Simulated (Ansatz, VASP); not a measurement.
## Ba in VASP and in Ansatz

```
Ba
1.0
     0.00000    3.41262    2.90073
     3.41262    0.00000    2.90073
     3.41262    3.41262    0.00000
Ba
1
Cartesian
  0.0000 0.0000 0.0000
```

Alike in both runs: task single point; functional PBEsol; k mesh 14 × 14 × 14; occupations gaussian, width 0.15 eV; no spin polarisation.

|  | VASP | Ansatz |
| --- | --- | --- |
| version | VASP 6.6.1 | Ansatz 0.2.0 |
| potentials or method | VASP PAW PBE potentials, release 64 (Ba_sv), cutoff 520 eV | scalar-relativistic, plane waves, PAW |
| valence electrons in the cell | 10 | 10 |

|  | VASP | Ansatz | Ansatz less VASP |
| --- | --- | --- | --- |
| gap on the k mesh at the Fermi level (eV) | none | none | - |
| pressure (GPa) | -1.0 | -1.0 | -0.04 |
| traceless stress, the component that is largest in VASP (GPa) | -0.12 | -0.12 | +0.001 |

VASP's potentials were made for PBE, not for PBEsol. A gap of «none» marks a metal or a gap that the smearing closes.

Spin-orbit coupling is off throughout.
